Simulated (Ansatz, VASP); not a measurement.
# One calculation of InSbTe3, two programs

Contents of INCAR:

```
SYSTEM = InSbTe3
  PREC = Accurate
  ENCUT = 600
  EDIFF = 1E-6
  ISMEAR = 0
  SIGMA = 0.1
  LREAL = .FALSE.
  LASPH = .TRUE.
  NELM = 100
  ALGO = Normal
  ISIF = 3
  LWAVE = .FALSE.
  LCHARG = .FALSE.
  GGA = PE
  IBRION = 2
  NSW = 100
  EDIFFG = -0.01
```

KPOINTS

```
Automatic mesh
0
G
  8 8 8
  0 0 0
```

POSCAR

```
InSbTe3
1.0
    5.8072405669      0.0000000000      0.0000000000
    0.0000000000      5.8072405669      0.0000000000
    0.0000000000      0.0000000000      5.8072405669
In Sb Te
1 1 3
Direct
    0.5000000000      0.5000000000      0.5000000000
    0.0000000000      0.0000000000      0.0000000000
    0.5000000000      0.0000000000      0.0000000000
    0.0000000000      0.5000000000      0.0000000000
    0.0000000000      0.0000000000      0.5000000000
```

Input for Ansatz:

```yaml
crystal:
  lattice:
    - [5.8072405669, 0.0, 0.0]
    - [0.0, 5.8072405669, 0.0]
    - [0.0, 0.0, 5.8072405669]
  atoms:
    - { symbol: In, position: [0.5, 0.5, 0.5] }
    - { symbol: Sb, position: [0.0, 0.0, 0.0] }
    - { symbol: Te, position: [0.5, 0.0, 0.0] }
    - { symbol: Te, position: [0.0, 0.5, 0.0] }
    - { symbol: Te, position: [0.0, 0.0, 0.5] }
basis:
  ecutwfc: 420
kpoints:
  mp_grid: { grid: [8, 8, 8] }
hamiltonian:
  xc: pbe
scf:
  occupations: { method: gaussian, width: 0.1 }
output:
  forces: true
  stress: true
  eigenvalues: true
  write_density: true
  write_potential: true
  elf: true
  volumetric_format: npy
relax:
  adjacent_minimum: "off"
  f_tol: 0.01
  max_steps: 80
  cell: { stress_tol: 0.05 }
```

Change from the starting cell: species swapped into the KMnF3 type (Pm-3m, No. 221).

Alike in both runs: task relaxation of cell and atoms; functional PBE; k mesh 8 × 8 × 8; occupations gaussian, width 0.1 eV; no spin polarisation.

|  | VASP | Ansatz |
| --- | --- | --- |
| version | VASP 6.6.1 | Ansatz 0.2.0 |
| potentials or method | VASP PAW PBE potentials, release 64 (In_d, Sb, Te), cutoff 600 eV | scalar-relativistic, plane waves, PAW |
| valence electrons in the cell | 36 | 76 |

Ansatz gave:

```
gap on the k mesh at the Fermi level, each at its own relaxed structure (eV) : none
relaxed volume (Å³/atom)                                                     : 39.32
relaxed length of the cell vector where the two differ most in proportion (Å)              : 5.815
```

**Question.** What did VASP give for the same quantities?

**Answer.** gap on the k mesh at the Fermi level, each at its own relaxed structure (eV): none; relaxed volume (Å³/atom): 39.34; relaxed length of the cell vector where the two differ most in proportion (Å): 5.816.

A gap of «none» marks a metal or a gap that the smearing closes. VASP's potentials hold 36 valence electrons a cell and Ansatz's 76, so a difference there can come from the potentials and not from the codes.

Neither program's run includes spin-orbit coupling.
